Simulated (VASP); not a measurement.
Write the native input for VASP 6.6.1 that does the following.

```yaml
Task: single point
Functional: PBEsol
Dispersion: D4
Potentials_or_basis: VASP PAW PBE potentials, release 64 (Sb)
Cutoff: 520 eV
k_mesh: 8 × 8 × 8
Occupations: fermi-dirac, width 0.05 eV
Spin: no spin polarisation
Dipole_correction: no
Further_INCAR_settings: ALGO = Normal; EDIFF = 1e-07; NBANDS = 8
```

The structure of Sb lies in POSCAR:

```
Sb
1.0
    3.0433137658      0.0000000000      0.0000000000
    0.0000000000      3.0433137658      0.0000000000
    0.0000000000      0.0000000000      3.0433137658
Sb
1
Direct
    0.0000000000      0.0000000000      0.0000000000
```

These files were run (other wordings do the same):

INCAR

```
  PREC = Accurate
  ENCUT = 520
  EDIFF = 1E-7
  ISMEAR = -1
  SIGMA = 0.05
  LREAL = F
  LASPH = T
  NELM = 60
  ALGO = Normal
  ISIF = 2
  LWAVE = F
  LCHARG = F
  GGA = PS
  IVDW = 13
  NBANDS = 8
```

KPOINTS

```
Automatic mesh
0
Gamma
  8 8 8
```

Potentials or basis: VASP PAW PBE potentials, release 64 (Sb).

Run with:

```bash
$ cat potpaw_PBE.64/Sb/POTCAR > POTCAR
$ mpirun -np 1 vasp_std > vasp.out
```

It gave:

- Pressure: 0.1 GPa
- Dispersion energy per atom: -0.312 eV

Caveat: the PAW data sets were made with another functional, which shifts forces and pressure a little; pairwise dispersion overbinds metals, which lowers pressure and volume.

It used 4.6 s of CPU time on 1 thread of Intel(R) Xeon(R) Platinum 8375C CPU @ 2.90GHz (Ice Lake), with other jobs on the host.
